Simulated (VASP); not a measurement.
# Al (Cmce) in VASP: notebook, part 2 of 3

VASP 6.6.1.

### Step 3. Single point, PBE

This run uses another cell than the first one, of 17.23 Å³/atom, 0.842 times its volume.

INCAR reads:

```
SYSTEM = Al
  PREC = Accurate
  ENCUT = 500
  EDIFF = 1E-6
  ISMEAR = 0
  SIGMA = 0.1
  LREAL = .False.
  LASPH = .True.
  NELM = 120
  ALGO = Normal
  ISIF = 2
  LWAVE = .False.
  LCHARG = .False.
  GGA = PE
  NBANDS = 14
  GGA_COMPAT = .False.
```

KPOINTS reads:

```
regular mesh
0
Gamma
  6 6 4
  0 0 0
```

POSCAR reads:

```
Al
1.0
    1.6009902679     -5.0786700341      0.0000000000
    1.6009902679      5.0786700341      0.0000000000
    0.0000000000      0.0000000000      4.2370618570
Al
4
Direct
    0.0980000000      0.9020000000      0.9100000000
    0.5980000000      0.4020000000      0.5900000000
    0.9020000000      0.0980000000      0.0900000000
    0.4020000000      0.5980000000      0.4100000000
```

Potentials or basis: VASP PAW PBE potentials, release 64 (Al).

Launch:

```console
cat potpaw_PBE.64/Al/POTCAR > POTCAR
mpirun -np 1 vasp_std > vasp.out
```

OUTCAR:

```text
SYSTEM = Al
   PREC = Accurate
   ENCUT = 500
   EDIFF = 1E-6
   ISMEAR = 0
   LREAL = .False.
   LASPH = .True.
   NELM = 120
   ISIF = 2
   GGA = PE

 ion  position               nearest neighbor table
   1  0.098  0.902  0.910-   2 2.10   2 2.10   3 2.13   2 3.30   2 3.30   4 3.32   4 3.32   4 3.32
                             4 3.32
   2  0.598  0.402  0.590-   1 2.10   1 2.10   4 2.13   1 3.30   1 3.30   3 3.32   3 3.32   3 3.32
                             3 3.32
   3  0.902  0.098  0.090-   4 2.10   4 2.10   1 2.13   4 3.30   4 3.30   2 3.32   2 3.32   2 3.32
                             2 3.32
   4  0.402  0.598  0.410-   3 2.10   3 2.10   2 2.13   3 3.30   3 3.30   1 3.32   1 3.32   1 3.32
                             1 3.32

  LATTYP: Found a base centered orthorhombic cell.
 ALAT       =     3.2019805358
 B/A-ratio  =     3.1722054381
 C/A-ratio  =     1.3232628399

  Lattice vectors:

 A1 = (   1.6009902679,  -5.0786700341,   0.0000000000)
 A2 = (   1.6009902679,   5.0786700341,   0.0000000000)
 A3 = (   0.0000000000,   0.0000000000,   4.2370618570)

Analysis of symmetry for initial positions (statically):
=====================================================================
 Subroutine PRICEL returns:
 Original cell was already a primitive cell.

 Routine SETGRP: Setting up the symmetry group for a
 base centered orthorhombic supercell.

 Subroutine GETGRP returns: Found  8 space group operations
 (whereof  4 operations were pure point group operations)
 out of a pool of  8 trial point group operations.

The static configuration has the point symmetry C_2h.
 The point group associated with its full space group is D_2h.

Analysis of symmetry for dynamics (positions and initial velocities):
=====================================================================
 Subroutine PRICEL returns:
 Original cell was already a primitive cell.

 Routine SETGRP: Setting up the symmetry group for a
 base centered orthorhombic supercell.

 Subroutine GETGRP returns: Found  8 space group operations
 (whereof  4 operations were pure point group operations)
 out of a pool of  8 trial point group operations.

The dynamic configuration has the point symmetry C_2h.
 The point group associated with its full space group is D_2h.

 Subroutine INISYM returns: Found  8 space group operations
[... 134 lines left out ...]
  energy-cutoff  :      500.00
  volume of cell :       68.90
 maximum number of plane-waves:      1767
   NGX = 19   NGY = 19   NGZ = 15

 number of electron      12.0000000 magnetization

 Free energy of the ion-electron system (eV)
  ---------------------------------------------------
  ext. energy  EPLUGINS =         0.00000000
  ---------------------------------------------------
  free energy    TOTEN  =        -6.42819954 eV

  energy without entropy =       -6.42205413  energy(sigma->0) =       -6.42512684

 E-fermi :   7.1539     XC(G=0):  -9.7896

 val. band max:        7.0993445752   @ k =   0.5000   0.1667   0.0000
 cond. band min:       7.2182479900   @ k =   0.0000   0.0000   0.2500
 fundamental gap:      0.1189034148
 Fermi energy:         7.1539133416

 k-point     1 :       0.0000    0.0000    0.0000
  band No.  band energies     occupation
      1      -3.9685      2.00000
      2       1.0299      2.00000
      3       2.8217      2.00000
      4       4.2455      2.00000
      5       4.7381      2.00000
      6       8.7847      0.00000
      7       8.9291      0.00000
      8       9.8352      0.00000
      9       9.9894      0.00000
     10      10.6054      0.00000
     11      10.8551      0.00000
     12      11.8072      0.00000
     13      13.9092      0.00000
     14      16.4158      0.00000
[... 377 lines left out ...]
      1      -2.6243      2.00000
      2      -0.3277      2.00000
      3       1.8803      2.00000
      4       4.0613      2.00000
      5       5.8805      2.00000
      6       7.9364      0.00000
      7       8.7006      0.00000
      8       9.2607      0.00000
      9      11.1468      0.00000
     10      11.6107      0.00000
     11      11.8604      0.00000
     12      12.7706      0.00000
     13      13.3977      0.00000
     14      14.2784      0.00000

 [... further k-points ...]
[... 5 lines left out ...]
  --------------------------------------------------------------------------------------
  -------------------------------------------------------------------------------------
  Total       24.4387254     16.4769272     19.5952536      0.0000000      0.0000000      0.0000000
  in kB      568.2711974    383.1363125    455.6464414      0.0000000      0.0000000      0.0000000
  external PRESSURE =     469.0179838 kB  Pullay stress =       0.0000000 kB

 VOLUME and BASIS-vectors are now :
 -----------------------------------------------------------------------------
  energy-cutoff  :      500.00
  volume of cell :       68.90
      direct lattice vectors                 reciprocal lattice vectors
     1.600990268 -5.078670034  0.000000000     0.312306708 -0.098450972  0.000000000
     1.600990268  5.078670034  0.000000000     0.312306708  0.098450972  0.000000000
     0.000000000  0.000000000  4.237061857     0.000000000  0.000000000  0.236012603

 POSITION                                       TOTAL-FORCE (eV/Angst)
 -----------------------------------------------------------------------------------
      1.60099      4.08325      3.85573         0.000000     -4.993493      5.805836
      1.60099     -0.99542      2.49987         0.000000     -4.993493     -5.805836
      1.60099     -4.08325      0.38134         0.000000      4.993493     -5.805836
      1.60099      0.99542      1.73720         0.000000      4.993493      5.805836
 -----------------------------------------------------------------------------------
    total drift:                               -0.000000     -0.000000     -0.000000

  FREE ENERGIE OF THE ION-ELECTRON SYSTEM (eV)
  ---------------------------------------------------
  free  energy   TOTEN  =        -6.4281995405 eV

  energy  without entropy=       -6.4220541335  energy(sigma->0) =       -6.42512684
```

Wall time 32 s (1 thread of Intel Xeon Platinum 8488C (Sapphire Rapids), shared host); peak memory 0.2 GiB.

Results:

- Free energy: -6.4282 eV
- Pressure: 46.9 GPa
- Largest force: 7.658 eV/Å
- Band gap on the k mesh: zero (band 6 reaches 9.63 eV, above the bottom of band 7 at 6.00 eV)

Forces in eV/Å, atoms in the order of the input:
```
Al   0.000 -4.993  5.806
Al   0.000 -4.993 -5.806
Al   0.000  4.993 -5.806
Al   0.000  4.993  5.806
```

Caveat: the k points lie up to 0.37 Å⁻¹ apart; forces of over 1 eV/Å act on the atoms, so gaps and moduli don't describe the material at rest.

[end of part 2 of 3]
